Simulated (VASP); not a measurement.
CsI:

```xyz
2
Lattice="4.6081 0.0000 0.0000 0.0000 4.6081 0.0000 0.0000 0.0000 4.6081" Properties=species:S:1:pos:R:3 pbc="T T T"
Cs    0.0000    0.0000    0.0000
I     2.3041    2.3041    2.3041
```

Base run:

```yaml
Program: VASP 6.6.1
Functional: r2SCAN0
Potentials_or_basis: VASP PAW PBE potentials, release 64 (Cs_sv, I)
Cutoff: 440 eV
k_mesh: 4 × 4 × 4
Occupations: gaussian, width 0.01 eV
Spin: no spin polarisation
```

Its results: band gap on the k mesh 5.87 eV (least direct gap 5.97 eV); pressure -0.1 GPa.

Question: The run is repeated on the same cell with these changes: functional from r2SCAN0 to PBE; cutoff from 440 eV to 500 eV. What comes out?

Answer: Band gap on the k mesh 3.79 eV (least direct gap 3.88 eV); pressure 0.5 GPa.

Caveats: spin-orbit coupling is left out, which moves the levels of the heavy elements; the PAW data sets were made with another functional, which shifts forces and pressure a little (at least some runs).

A k mesh can miss the band edges.
